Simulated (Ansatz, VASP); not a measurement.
**Re: VASP beside Ansatz**

Contents of INCAR:

```
PREC     = Accurate       # precision mode
ENCUT    = 520            # plane-wave cutoff, eV
EDIFF    = 1E-7           # SCF threshold, eV
ISMEAR   = -1             # smearing method
SIGMA    = 0.1            # smearing width, eV
LREAL    = False          # projectors in reciprocal space
LASPH    = True           # aspherical terms in the spheres
NELM     = 60             # most SCF steps
ALGO     = Normal         # electronic algorithm
ISIF     = 2              # what is computed and relaxed
LWAVE    = False          # write WAVECAR
LCHARG   = True           # write CHGCAR
GGA      = PE             # functional
LELF     = True           # ELF
LVHAR    = True         
NBANDS   = 10             # bands
```

The input KPOINTS:

```
Automatic mesh
0
Gamma
  23 23 23
```

File POSCAR:

```
Re
1.0
    0.0000000000      1.9312372220      1.9312372220
    1.9312372220      0.0000000000      1.9312372220
    1.9312372220      1.9312372220      0.0000000000
Re
1
Direct
    0.0000000000      0.0000000000      0.0000000000
```

Input for Ansatz:

```yaml
crystal:
  lattice:
    - [0.0, 1.931237222, 1.931237222]
    - [1.931237222, 0.0, 1.931237222]
    - [1.931237222, 1.931237222, 0.0]
  atoms:
    - { symbol: Re, position: [0.0, 0.0, 0.0] }
hamiltonian:
  xc: pbe
  pseudopotentials:
    kind: paw
    azcp:
      Re: "pseudopotentials/Re.paw.azcp"
basis:
  ecutwfc: 420
  fft_grid_basis: typed
kpoints:
  mp_grid: { grid: [23, 23, 23], shift: [0, 0, 0] }
magnetization:
  spin_polarized: false
scf:
  occupations: { method: fermi_dirac, width: 0.1 }
output:
  stress: true
```

Alike in both runs: task single point; functional PBE; k mesh 23 × 23 × 23; occupations fermi-dirac, width 0.1 eV; no spin polarisation.

|  | VASP | Ansatz |
| --- | --- | --- |
| version | VASP 6.6.1 | Ansatz 0.2.0 |
| potentials or method | VASP PAW PBE potentials, release 64 (Re), cutoff 520 eV | plane waves (420 eV) with PAW, scalar-relativistic |
| valence electrons in the cell | 7 | 15 |

```tsv
	VASP	Ansatz	Ansatz less VASP
pressure (GPa)	15.9	16.2	+0.28
```

With one functional, cell and mesh, what is left measures potentials, basis and numerics. VASP's potentials hold 7 valence electrons a cell and Ansatz's 15, so a difference there can come from the potentials and not from the codes.

Spin-orbit coupling is off throughout.
